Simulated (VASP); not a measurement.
Input of a VASP 6.6.1 run:

The input POSCAR:

```
Pt
1.0
   -1.5550000000      1.5550000000      1.5550000000
    1.5550000000     -1.5550000000      1.5550000000
    1.5550000000      1.5550000000     -1.5550000000
Pt
1
Direct
    0.0000000000      0.0000000000      0.0000000000
```

The input INCAR.step1:

```
SYSTEM = Pt
  PREC = Accurate
  ENCUT = 550
  ISMEAR = -1
  SIGMA = 0.05
  LREAL = .False.
  LASPH = .True.
  NELM = 120
  GGA = PE
  ALGO = Normal
  EDIFF = 1E-5
  LWAVE = .True.
  LCHARG = .False.
  GGA_COMPAT = .False.
  IBRION = 2
  ISIF = 3
  EDIFFG = -0.005
  NELMIN = 4
  NSW = 100
```

File INCAR.step2:

```
SYSTEM = Pt
  PREC = Accurate
  ENCUT = 550
  EDIFF = 1E-7
  ISMEAR = -1
  SIGMA = 0.05
  LREAL = .False.
  LASPH = .True.
  NELM = 120
  ALGO = Normal
  ISIF = 3
  LWAVE = .False.
  LCHARG = .False.
  METAGGA = R2SCAN
  LMIXTAU = .True.
  IBRION = 2
  NSW = 60
  EDIFFG = -0.01
  ISTART = 1
  GGA_COMPAT = .False.
  NELMIN = 4
```

File KPOINTS:

```
Automatic mesh
0
Gamma
  18 18 18
  0 0 0
```

Potentials or basis: VASP PAW PBE potentials, release 64 (Pt).

Launch:

```console
$ cat potpaw_PBE.64/Pt/POTCAR > POTCAR
$ cp INCAR.step1 INCAR
$ mpirun -np 1 vasp_std > vasp.out
$ cp INCAR.step2 INCAR
$ mpirun -np 1 vasp_std > vasp.out
```

What does it give for the band gap on the k mesh?

Zero (bands 5 and 6 overlap by 2.39 eV).

Predict the relaxed volume.

15.50 Å³/atom.

What does it give for the space group after relaxing (to 0.1 Å)?

Im-3m (No. 229).

Predict the relaxed cell.

a = 2.721 Å, b = 2.721 Å, c = 2.721 Å, α = 109.47°, β = 109.47°, γ = 109.47°.

Final structure:
```
Pt
1.0
    -1.57083    1.57083    1.57083
     1.57083   -1.57083    1.57083
     1.57083    1.57083   -1.57083
Pt
1
Direct
  0.00000 0.00000 0.00000
```

Caveat: the PAW data sets were made with another functional, which shifts forces and pressure a little; spin-orbit coupling is left out, which moves the levels of the heavy elements.
